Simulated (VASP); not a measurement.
Runs of VASP 6.6.1 on KBr. The structure is that of space group I4/mmm (No. 139), or close to it. The cells are those of the table. 

```csv
cell,gap on the mesh (eV),pressure (GPa)
"a = 4.378, b = 4.378, c = 4.470 Å, angles 59.3, 59.3, 61.4°, 2 atoms",4.89,(c)
"a = 4.474, b = 4.474, c = 4.656 Å, angles 58.6, 58.6, 62.7°, 2 atoms",(b),3.1
"a = 4.474, b = 4.474, c = 4.284 Å, angles 61.4, 61.4, 57.2°, 2 atoms",4.86,5.7
"a = 4.572, b = 4.572, c = 4.284 Å, angles 62.1, 62.1, 55.9°, 2 atoms",4.69,4.9
"a = 4.671, b = 4.671, c = 4.284 Å, angles 62.7, 62.7, 54.6°, 2 atoms",4.55,(a)
```

Alike in all rows: task single point; level PBE; potentials or basis VASP PAW PBE potentials, release 64 (K_sv, Br); no spin polarisation; k mesh 6 × 6 × 6; cutoff (eV) 520; smearing gaussian 0.05 eV.

Q: Fill in the values left out.

A: (a) 4.3; (b) 4.59; (c) 5.3.

A k mesh can miss the band edges, and the runs leave out spin-orbit coupling on Br.
